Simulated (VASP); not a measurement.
# Os (P6_3/mmc) in VASP: a series of runs, part 2 of 2

VASP 6.6.1. The steps go on from the part before.

## 3. Single point, LDA

This run uses another cell than the first one, of 13.40 Å³/atom.

Input file INCAR:

```
SYSTEM = Os
  PREC = Accurate
  ENCUT = 600
  EDIFF = 1E-6
  ISMEAR = 1
  SIGMA = 0.05
  LREAL = .FALSE.
  LASPH = .TRUE.
  NELM = 120
  ALGO = Normal
  ISIF = 2
  LWAVE = .FALSE.
  LCHARG = .FALSE.
  NBANDS = 15
  GGA_COMPAT = .FALSE.
```

Input file KPOINTS:

```
Automatic mesh
0
G
  9 9 5
  0 0 0
```

Input file POSCAR:

```
Os
1.0
    2.6930682645      0.0000000000      0.0000000000
   -1.3465341323      2.3322655312      0.0000000000
    0.0000000000      0.0000000000      4.2665487795
Os
2
Direct
    0.3333333333      0.6666666667      0.2500000000
    0.6666666667      0.3333333333      0.7500000000
```

Potentials or basis: VASP PAW LDA potentials, release 64 (Os).

Started as:

```
> cat potpaw_LDA.64/Os/POTCAR > POTCAR
> mpirun -np 1 vasp_std > vasp.out
```

OUTCAR:

```text
SYSTEM = Os
   PREC = Accurate
   ENCUT = 600
   EDIFF = 1E-6
   ISMEAR = 1
   LREAL = .FALSE.
   LASPH = .TRUE.
   NELM = 120
   ISIF = 2

 ion  position               nearest neighbor table
   1  0.333  0.667  0.250-   2 2.64   2 2.64   2 2.64   2 2.64   2 2.64   2 2.64
   2  0.667  0.333  0.750-   1 2.64   1 2.64   1 2.64   1 2.64   1 2.64   1 2.64

  LATTYP: Found a hexagonal cell.
 ALAT       =     2.6930682645
 C/A-ratio  =     1.5842705644

  Lattice vectors:

 A1 = (   2.6930682645,   0.0000000000,   0.0000000000)
 A2 = (  -1.3465341323,   2.3322655312,   0.0000000000)
 A3 = (   0.0000000000,   0.0000000000,   4.2665487795)

Analysis of symmetry for initial positions (statically):
=====================================================================
 Subroutine PRICEL returns:
 Original cell was already a primitive cell.

 Routine SETGRP: Setting up the symmetry group for a
 hexagonal supercell.

 Subroutine GETGRP returns: Found 24 space group operations
 (whereof 12 operations were pure point group operations)
 out of a pool of 24 trial point group operations.

The static configuration has the point symmetry D_3d.
 The point group associated with its full space group is D_6h.

Analysis of symmetry for dynamics (positions and initial velocities):
=====================================================================
 Subroutine PRICEL returns:
 Original cell was already a primitive cell.

 Routine SETGRP: Setting up the symmetry group for a
 hexagonal supercell.

 Subroutine GETGRP returns: Found 24 space group operations
 (whereof 12 operations were pure point group operations)
 out of a pool of 24 trial point group operations.

The dynamic configuration has the point symmetry D_3d.
 The point group associated with its full space group is D_6h.

 Subroutine INISYM returns: Found 24 space group operations
 (whereof 12 operations are pure point group operations),
 and found     1 'primitive' translations

----------------------------------------------------------------------------------------

                                     Primitive cell

  volume of cell :      26.7980

  direct lattice vectors                    reciprocal lattice vectors
[... 122 lines left out ...]
 maximum number of plane-waves:       929
 NGX is ok and might be reduce to    24
   NGX = 11   NGY = 11   NGZ = 17

 number of electron      16.0000000 magnetization

 Free energy of the ion-electron system (eV)
  ---------------------------------------------------
  ext. energy  EPLUGINS =         0.00000000
  ---------------------------------------------------
  free energy    TOTEN  =       -25.31418047 eV

  energy without entropy =      -25.31321601  energy(sigma->0) =      -25.31385898

 E-fermi :  10.2876     XC(G=0): -14.4225

 val. band max:       10.2668086866   @ k =   0.1111   0.1111   0.4000
 cond. band min:      10.2967203243   @ k =   0.2222  -0.0000   0.4000
 fundamental gap:      0.0299116378
 Fermi energy:        10.2875695737

 k-point     1 :       0.0000    0.0000    0.0000
  band No.  band energies     occupation
      1      -1.1903      2.00000
      2       1.8811      2.00000
      3       6.7969      2.00000
      4       6.7969      2.00000
      5       7.0404      2.00000
      6       7.6901      2.00000
      7       7.6901      2.00000
      8       8.4327      2.00000
      9       8.4327      2.00000
     10      10.1987      2.03069
     11      11.8702      0.00000
     12      11.8702      0.00000
     13      19.6443      0.00000
     14      24.1697      0.00000
[... 401 lines left out ...]
      2       4.2541      2.00000
      3       4.2541      2.00000
      4       5.2599      2.00000
      5       6.4450      2.00000
      6       6.4450      2.00000
      7       8.5093      2.00000
      8      10.9437     -0.00000
      9      11.7643      0.00000
     10      11.7643      0.00000
     11      16.3606      0.00000
     12      16.3606      0.00000
     13      18.9476      0.00000
     14      23.5560      0.00000
     15      23.5560      0.00000

 [... further k-points ...]

------------------------ aborting loop because EDIFF is reached ----------------------------------------

  FORCE on cell =-STRESS in cart. coord.  units (eV):
  Direction    XX          YY          ZZ          XY          YZ          ZX
  --------------------------------------------------------------------------------------
  -------------------------------------------------------------------------------------
  Total        1.9387070      1.9387070      1.9183939     -0.0000000     -0.0000000      0.0000000
  in kB      115.9099451    115.9099451    114.6954793     -0.0000000     -0.0000000      0.0000000
  external PRESSURE =     115.5051232 kB  Pullay stress =       0.0000000 kB

 VOLUME and BASIS-vectors are now :
 -----------------------------------------------------------------------------
  energy-cutoff  :      600.00
  volume of cell :       26.80
      direct lattice vectors                 reciprocal lattice vectors
     2.693068264  0.000000000  0.000000000     0.371323673  0.214383823  0.000000000
    -1.346534132  2.332265531  0.000000000     0.000000000  0.428767645  0.000000000
     0.000000000  0.000000000  4.266548779     0.000000000  0.000000000  0.234381476

 POSITION                                       TOTAL-FORCE (eV/Angst)
 -----------------------------------------------------------------------------------
     -0.00000      1.55484      1.06664         0.000000     -0.000000      0.000000
      1.34653      0.77742      3.19991        -0.000000      0.000000      0.000000
 -----------------------------------------------------------------------------------
    total drift:                               -0.000000      0.000000     -0.000000

  FREE ENERGIE OF THE ION-ELECTRON SYSTEM (eV)
  ---------------------------------------------------
  free  energy   TOTEN  =       -25.3141804677 eV

  energy  without entropy=      -25.3132160075  energy(sigma->0) =      -25.31385898
```

OSZICAR:

```text
N       E                     dE             d eps       ncg     rms          rms(c)
DAV:   1     0.110709392301E+03    0.11071E+03   -0.81480E+03  1080   0.115E+03
DAV:   2    -0.217729295474E+02   -0.13248E+03   -0.11578E+03  1094   0.339E+02
DAV:   3    -0.268421633353E+02   -0.50692E+01   -0.48291E+01  1430   0.600E+01
DAV:   4    -0.268799917029E+02   -0.37828E-01   -0.37799E-01  1220   0.511E+00
DAV:   5    -0.268801619065E+02   -0.17020E-03   -0.17020E-03  1423   0.330E-01    0.357E+01
DAV:   6    -0.256752519879E+02    0.12049E+01   -0.96196E-01  1353   0.862E+00    0.162E+01
DAV:   7    -0.253247425862E+02    0.35051E+00   -0.63925E-01  1381   0.687E+00    0.955E-01
DAV:   8    -0.253185971392E+02    0.61454E-02   -0.71369E-03  1157   0.630E-01    0.672E-01
DAV:   9    -0.253141945322E+02    0.44026E-02   -0.35073E-03  1283   0.550E-01    0.393E-02
DAV:  10    -0.253141876694E+02    0.68628E-05   -0.85048E-05  1416   0.769E-02    0.163E-02
DAV:  11    -0.253141807354E+02    0.69340E-05   -0.30341E-06  1248   0.157E-02    0.364E-03
DAV:  12    -0.253141804677E+02    0.26772E-06   -0.11926E-07   701   0.349E-03
   1 F= -.25314180E+02 E0= -.25313859E+02  d E =-.964460E-03
```

stdout:

```text
POSCAR found type information on POSCAR Os
 POSCAR found :  1 types and       2 ions
 scaLAPACK will be used
 LDA part: xc-table for (Slater(with rela. corr.)+CA(PZ))
 , standard interpolation
 POSCAR, INCAR and KPOINTS ok, starting setup
 FFT: planning ... GRIDC
 FFT: planning ... GRID_SOFT
 FFT: planning ... GRID
 WAVECAR not read
 entering main loop
```

Run time: 19 s. Hardware: 1 thread of Intel Xeon 8259CL, shared host; peak memory 0.14 GiB.

What came out:

```yaml
Free_energy: -25.3142 eV
Pressure: 11.6 GPa
Band_gap_on_the_k_mesh: zero (bands 8 and 9 overlap by 4.11 eV)
```

Stress tensor (GPa, compression positive):
```
11.59  0.00  0.00
 0.00 11.59  0.00
 0.00  0.00 11.47
```

Caveat: the cell stands under pressure; spin-orbit coupling is left out, which moves the levels of the heavy elements.

The gap in the log of VASP goes by the Fermi energy; the results here count the filled bands.